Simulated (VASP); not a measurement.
# KYTe3 (Pm-3m) in VASP: relaxation of cell and atoms with r2SCAN

Aim: the relaxation of cell and atoms of KYTe3 with r2SCAN.

Everything below comes from runs of VASP 6.6.1. Logs are shortened: lines on timing, memory, paths and dates and some standing lists are left out, and cuts for length are marked.

## Step 1: The cell of the first run

Symmetry: Pm-3m, No. 221, cubic system. Conventional cell: a = 5.090 Å, b = 5.090 Å, c = 5.090 Å, α = 90.00°, β = 90.00°, γ = 90.00°. Within 4.7 Å of K (site symmetry m-3m) lie 12 Te at 3.60 Å and 8 Y at 4.41 Å. Within 3.4 Å of Y (site symmetry m-3m) lie 6 Te at 2.54 Å. Te (site symmetry 4/mmm) has 2 Y at 2.54 Å within 3.4 Å.

## Step 2: Relaxation of cell and atoms, r2SCAN

Contents of POSCAR:

```
KYTe3
1.0
    5.0900000000      0.0000000000      0.0000000000
    0.0000000000      5.0900000000      0.0000000000
    0.0000000000      0.0000000000      5.0900000000
K Y Te
1 1 3
Direct
    0.0000000000      0.0000000000      0.0000000000
    0.5000000000      0.5000000000      0.5000000000
    0.5000000000      0.5000000000      0.0000000000
    0.0000000000      0.5000000000      0.5000000000
    0.5000000000      0.0000000000      0.5000000000
```

Contents of INCAR.step1:

```
ALGO = Normal
EDIFF = 1E-4
ENCUT = 600
GGA = PE
ISMEAR = -1
LASPH = T
LCHARG = F
LREAL = F
LWAVE = T
NELM = 100
PREC = Accurate
SIGMA = 0.02
```

Contents of INCAR.step2:

```
ALGO = Normal
EDIFF = 1E-6
EDIFFG = -0.02
ENCUT = 600
IBRION = 2
ISIF = 3
ISMEAR = -1
ISTART = 1
LASPH = T
LCHARG = F
LMIXTAU = T
LREAL = F
LWAVE = F
METAGGA = R2SCAN
NELM = 100
NSW = 80
PREC = Accurate
SIGMA = 0.02
```

Contents of KPOINTS:

```
k-points
0
Gamma
  5 5 5
```

Potentials or basis: VASP PAW PBE potentials, release 64 (K_sv, Y_sv, Te).

Run with:

```
> cat potpaw_PBE.64/K_sv/POTCAR potpaw_PBE.64/Y_sv/POTCAR potpaw_PBE.64/Te/POTCAR > POTCAR
> cp INCAR.step1 INCAR
> mpirun -np 1 vasp_std > vasp.out
> cp INCAR.step2 INCAR
> mpirun -np 1 vasp_std > vasp.out
```

OUTCAR:

```text
EDIFF = 1E-6
   EDIFFG = -0.02
   ENCUT = 600
   IBRION = 2
   ISIF = 3
   ISMEAR = -1
   ISTART = 1
   LASPH = T
   LREAL = F
   METAGGA = R2SCAN
   NELM = 100
   NSW = 80
   PREC = Accurate

 ion  position               nearest neighbor table
   1  0.000  0.000  0.000-   3 3.60   4 3.60   5 3.60   4 3.60   5 3.60   3 3.60   4 3.60   4 3.60
                             3 3.60   5 3.60   5 3.60   3 3.60
   2  0.500  0.500  0.500-   3 2.54   4 2.54   5 2.54   3 2.54   5 2.54   4 2.54
   3  0.500  0.500  0.000-   2 2.54   2 2.54   4 3.60   5 3.60   1 3.60   4 3.60   5 3.60   1 3.60
                             5 3.60   5 3.60   1 3.60   4 3.60   4 3.60   1 3.60
   4  0.000  0.500  0.500-   2 2.54   2 2.54   3 3.60   5 3.60   1 3.60   3 3.60   1 3.60   5 3.60
                             1 3.60   1 3.60   3 3.60   5 3.60   3 3.60   5 3.60
   5  0.500  0.000  0.500-   2 2.54   2 2.54   3 3.60   4 3.60   1 3.60   3 3.60   1 3.60   3 3.60
                             4 3.60   3 3.60   1 3.60   4 3.60   1 3.60   4 3.60

  LATTYP: Found a simple cubic cell.
 ALAT       =     5.0900000000

  Lattice vectors:

 A1 = (   5.0900000000,   0.0000000000,   0.0000000000)
 A2 = (   0.0000000000,   5.0900000000,   0.0000000000)
 A3 = (   0.0000000000,   0.0000000000,   5.0900000000)

Analysis of symmetry for initial positions (statically):
=====================================================================
 Subroutine PRICEL returns:
 Original cell was already a primitive cell.

 Routine SETGRP: Setting up the symmetry group for a
 simple cubic supercell.

 Subroutine GETGRP returns: Found 48 space group operations
 (whereof 48 operations were pure point group operations)
 out of a pool of 48 trial point group operations.

The static configuration has the point symmetry O_h .

Analysis of symmetry for dynamics (positions and initial velocities):
=====================================================================
 Subroutine PRICEL returns:
 Original cell was already a primitive cell.

 Routine SETGRP: Setting up the symmetry group for a
 simple cubic supercell.

 Subroutine GETGRP returns: Found 48 space group operations
 (whereof 48 operations were pure point group operations)
 out of a pool of 48 trial point group operations.

The dynamic configuration has the point symmetry O_h .

 Subroutine INISYM returns: Found 48 space group operations
 (whereof 48 operations are pure point group operations),
 and found     1 'primitive' translations

----------------------------------------------------------------------------------------

                                     Primitive cell

  volume of cell :     131.8722

  direct lattice vectors                    reciprocal lattice vectors
     5.090000000  0.000000000  0.000000000     0.196463654  0.000000000  0.000000000
     0.000000000  5.090000000  0.000000000     0.000000000  0.196463654  0.000000000
     0.000000000  0.000000000  5.090000000     0.000000000  0.000000000  0.196463654

  length of vectors
     5.090000000  5.090000000  5.090000000     0.196463654  0.196463654  0.196463654

  position of ions in fractional coordinates (direct lattice)
     0.000000000  0.000000000  0.000000000
     0.500000000  0.500000000  0.500000000
     0.500000000  0.500000000  0.000000000
     0.000000000  0.500000000  0.500000000
     0.500000000  0.000000000  0.500000000

  ion indices of the primitive-cell ions
   primitive index   ion index
                 1           1
                 2           2
                 3           3
                 4           4
                 5           5

----------------------------------------------------------------------------------------

 KPOINTS: k-points

Automatic generation of k-mesh.
 Grid dimensions read from file:
 generate k-points for:    5    5    5

 Generating k-lattice:

  Cartesian coordinates                     Fractional coordinates (reciprocal lattice)
     0.039292731  0.000000000  0.000000000     0.200000000  0.000000000  0.000000000
     0.000000000  0.039292731  0.000000000     0.000000000  0.200000000  0.000000000
     0.000000000  0.000000000  0.039292731     0.000000000  0.000000000  0.200000000

  Length of vectors
     0.039292731  0.039292731  0.039292731

  Shift w.r.t. Gamma in fractional coordinates (k-lattice)
     0.000000000  0.000000000  0.000000000

 Subroutine IBZKPT returns following result:
 ===========================================

 Found     10 irreducible k-points:

 Following reciprocal coordinates:
            Coordinates               Weight
  0.000000  0.000000  0.000000      1.000000
  0.200000  0.000000  0.000000      6.000000
  0.400000  0.000000  0.000000      6.000000
  0.200000  0.200000  0.000000     12.000000
  0.400000  0.200000  0.000000     24.000000
  0.400000  0.400000  0.000000     12.000000
  0.200000  0.200000  0.200000      8.000000
  0.400000  0.200000  0.200000     24.000000
  0.400000  0.400000  0.200000     24.000000
  0.400000  0.400000  0.400000      8.000000
   k-points           NKPTS =     10   k-points in BZ     NKDIM =     10   number of bands    NBANDS=     23
   number of dos      NEDOS =    301   number of ions     NIONS =      5
   total plane-waves  NPLWV =  74088
   dimension x,y,z NGX =    42 NGY =   42 NGZ =   42
   dimension x,y,z NGXF=    84 NGYF=   84 NGZF=   84
   ions per type =               1   1   3
   NGX,Y,Z   is equivalent  to a cutoff of  13.72, 13.72, 13.72 a.u.
   NGXF,Y,Z  is equivalent  to a cutoff of  27.44, 27.44, 27.44 a.u.
 SYSTEM =  unknown system
   PREC   = accura    normal or accurate (medium, high low for compatibility)
   ISTART =      1    job   : 0-new  1-cont  2-samecut
   ICHARG =      0    charge: 1-file 2-atom 10-const
   ISPIN  =      1    spin polarized calculation?
   LNONCOLLINEAR =      F non collinear calculations
   LSORBIT =      F    spin-orbit coupling
   LASPH  =      T    aspherical Exc in radial PAW
   ENCUT  =  600.0 eV  44.10 Ry    6.64 a.u.  10.17 10.17 10.17*2*pi/ulx,y,z
   NELM   =    100;   NELMIN=  2; NELMDL=  0     # of ELM steps
   EDIFF  = 0.1E-05   stopping-criterion for ELM
   LREAL  =      F    real-space projection
   EDIFFG = -.2E-01   stopping-criterion for IOM
   NSW    =     80    number of steps for IOM
   IBRION =      2    ionic relax: 0-MD 1-quasi-New 2-CG
   NFREE  =      1    steps in history (QN), initial steepest desc. (CG)
   ISIF   =      3    stress and relaxation
   ISYM   =      2    0-nonsym 1-usesym 2-fastsym
   POTIM  = 0.5000    time-step for ionic-motion
   TEBEG  =    0.0;   TEEND  =   0.0 temperature during run
   PSTRESS=    0.0 pullay stress
   NELECT =      38.0000    total number of electrons
   NUPDOWN=      -1.0000    fix difference up-down
   EMIN   =  10.00;   EMAX   =-10.00  energy-range for DOS
   EFERMI =   0.00;   METHOD = LEGACY
   ISMEAR =    -1;   SIGMA  =   0.02  broadening in eV -4-tet -1-fermi 0-gaus
   EFERMI_NEDOS =   21; number of points for ismear=-14 and -15
   IALGO  =     38    algorithm
   IMIX   =      4    mixing-type and parameters
     AMIX     =   0.40;   BMIX     =  1.00
     AMIX_MAG =   1.60;   BMIX_MAG =  1.00
  volume/ion in A,a.u.               =      26.37       177.98
  Fermi-wavevector in a.u.,A,eV,Ry     =   1.081313  2.043386 15.908458  1.169239
  Thomas-Fermi vector in A             =   2.217327
   LORBIT       =      0    0 simple, 1 ext, 2 COOP (PROOUT), +10 PAW based schemes
   METAGGA = R2SCAN    functional components
   LHFCALC =     F    Hartree Fock is set to
   AEXX    =    0.0000 exact exchange contribution
   IVDW    =     0    specifies the selected vdW correction
   LEPSILON=     F    determine dielectric tensor
   LRPA    =     F    only Hartree local field effects (RPA)
 conjugate gradient relaxation of ions
 non-spin polarized calculation
  energy-cutoff  :      600.00
  volume of cell :      131.87
 maximum number of plane-waves:      4416
 NGX is ok and might be reduce to    42
   NGX = 21   NGY = 21   NGZ = 21

--------------------------------------- Ionic step        1  -------------------------------------------

 number of electron      38.0000004 magnetization

 Free energy of the ion-electron system (eV)
  ---------------------------------------------------
  ext. energy  EPLUGINS =         0.00000000
  ---------------------------------------------------
  free energy    TOTEN  =      -102.02303438 eV

  energy without entropy =     -102.01734133  energy(sigma->0) =     -102.02018786

 E-fermi :   5.6529     XC(G=0): -10.2518

 val. band max:        5.6006860394   @ k =   0.4000   0.2000   0.2000
 cond. band min:       5.6892332642   @ k =   0.2000   0.2000   0.2000
 fundamental gap:      0.0885472248
 Fermi energy:         5.6529275099

 k-point     1 :       0.0000    0.0000    0.0000
  band No.  band energies     occupation
      1     -36.7578      2.00000
      2     -25.7864      2.00000
      3     -16.7494      2.00000
      4     -16.7494      2.00000
      5     -16.7494      2.00000
      6      -8.5541      2.00000
[... 15 lines left out ...]
     22       6.9391      0.00000
     23       6.9391      0.00000

 k-point     2 :       0.2000    0.0000    0.0000
  band No.  band energies     occupation
      1     -36.7590      2.00000
      2     -25.7862      2.00000
      3     -16.7689      2.00000
      4     -16.7468      2.00000
      5     -16.7467      2.00000
      6      -8.5990      2.00000
[... 362 lines left out ...]
 POSITION                                       TOTAL-FORCE (eV/Angst)
 -----------------------------------------------------------------------------------
      0.00000      0.00000      0.00000        -0.000000      0.000000      0.000000
      2.96730      2.96730      2.96730         0.000000     -0.000000      0.000000
      2.96730      2.96730     -0.00000        -0.000000      0.000000      0.000000
     -0.00000      2.96730      2.96730         0.000000      0.000000      0.000000
      2.96730      0.00000      2.96730        -0.000000      0.000000      0.000000
 -----------------------------------------------------------------------------------
    total drift:                                0.000000     -0.000000     -0.000000

  FREE ENERGIE OF THE ION-ELECTRON SYSTEM (eV)
  ---------------------------------------------------
  free  energy   TOTEN  =      -107.3397332333 eV

  energy  without entropy=     -107.3245109894  energy(sigma->0) =     -107.33212211

--------------------------------------- Ionic step        5  -------------------------------------------

 number of electron      38.0000006 magnetization

 Free energy of the ion-electron system (eV)
  ---------------------------------------------------
  ext. energy  EPLUGINS =         0.00000000
  ---------------------------------------------------
  free energy    TOTEN  =      -107.34019640 eV

  energy without entropy =     -107.32510143  energy(sigma->0) =     -107.33264892

 E-fermi :   1.5997     XC(G=0):  -8.1673

 val. band max:        1.5710252871   @ k =   0.2000   0.2000   0.2000
 cond. band min:       1.6665417926   @ k =   0.4000   0.0000   0.0000
 fundamental gap:      0.0955165056
 Fermi energy:         1.5997466351

 k-point     1 :       0.0000    0.0000    0.0000
  band No.  band energies     occupation
      1     -41.8626      2.00000
      2     -29.8835      2.00000
      3     -21.2495      2.00000
      4     -21.2495      2.00000
      5     -21.2495      2.00000
      6     -12.5717      2.00000
[... 15 lines left out ...]
     22       3.9695      0.00000
     23       3.9695      0.00000

 k-point     2 :       0.2000    0.0000    0.0000
  band No.  band energies     occupation
      1     -41.8626      2.00000
      2     -29.8835      2.00000
      3     -21.2513      2.00000
      4     -21.2494      2.00000
      5     -21.2494      2.00000
      6     -12.5737      2.00000
[... 236 lines left out ...]
 VOLUME and BASIS-vectors are now :
 -----------------------------------------------------------------------------
  energy-cutoff  :      600.00
  volume of cell :      208.00
      direct lattice vectors                 reciprocal lattice vectors
     5.925035882  0.000000000 -0.000000000     0.168775349  0.000000000 -0.000000000
    -0.000000000  5.925035882 -0.000000000    -0.000000000  0.168775349 -0.000000000
     0.000000000  0.000000000  5.925035882     0.000000000  0.000000000  0.168775349

 POSITION                                       TOTAL-FORCE (eV/Angst)
 -----------------------------------------------------------------------------------
      5.92504      0.00000      5.92504        -0.000000      0.000000      0.000000
      2.96252      2.96252      2.96252         0.000000      0.000000      0.000000
      2.96252      2.96252      5.92504         0.000000     -0.000000      0.000000
      0.00000      2.96252      2.96252        -0.000000     -0.000000      0.000000
      2.96252      0.00000      2.96252        -0.000000     -0.000000      0.000000
 -----------------------------------------------------------------------------------
    total drift:                                0.000000     -0.000000     -0.000000

  FREE ENERGIE OF THE ION-ELECTRON SYSTEM (eV)
  ---------------------------------------------------
  free  energy   TOTEN  =      -107.3401964042 eV

  energy  without entropy=     -107.3251014309  energy(sigma->0) =     -107.33264892

 reached required accuracy - stopping structural energy minimisation
```

It took 28 min on 1 thread of Intel Xeon 8259CL, shared host; peak memory 0.33 GiB.

Results:

```yaml
Free_energy: -107.3402 eV
Relaxed_volume: 41.60 Å³/atom
Relaxed_cell: a = 5.925 Å, b = 5.925 Å, c = 5.925 Å, α = 90.00°, β = 90.00°, γ = 90.00°
Space_group_after_relaxing_to_0.05_Å: Pm-3m (No. 221)
Energy_gained_by_relaxing: 1063.4 meV/atom
Ionic_steps: 5
Pressure_after_relaxing: 0.0 GPa
Band_gap_on_the_k_mesh: zero (band 19 reaches 2.12 eV, above the bottom of band 20 at 1.57 eV)
```

The path:
```csv
step,energy change (eV),largest force (eV/Å),pressure (GPa),volume (Å³)
1,0.0000,0.0000,32.87,131.87
2,-4.4234,0.0000,-4.11,264.44
3,-5.3144,0.0000,0.37,205.47
4,-5.3167,0.0000,-0.14,209.01
5,-5.3172,0.0000,0.00,208.00
```

Final structure:
```
K Y Te
1.0
     5.92504    0.00000    0.00000
     0.00000    5.92504    0.00000
     0.00000    0.00000    5.92504
K Y Te
1 1 3
Direct
  0.00000 0.00000 0.00000
  0.50000 0.50000 0.50000
  0.50000 0.50000 0.00000
  0.00000 0.50000 0.50000
  0.50000 0.00000 0.50000
```

Levels at points of the mesh, in eV from the Fermi level:
```tsv
k point	band 16	band 17	band 18	band 19	band 20	band 21	band 22	band 23
(0.00, 0.00, 0.00)	-0.35	-0.35	0.28	0.28	0.28	2.37	2.37	2.37
```

Caveat: the volume moved by over 15 % at a fixed basis, so the end points are rough; the PAW data sets were made with another functional, which shifts forces and pressure a little; spin-orbit coupling is left out, which moves the levels of the heavy elements.
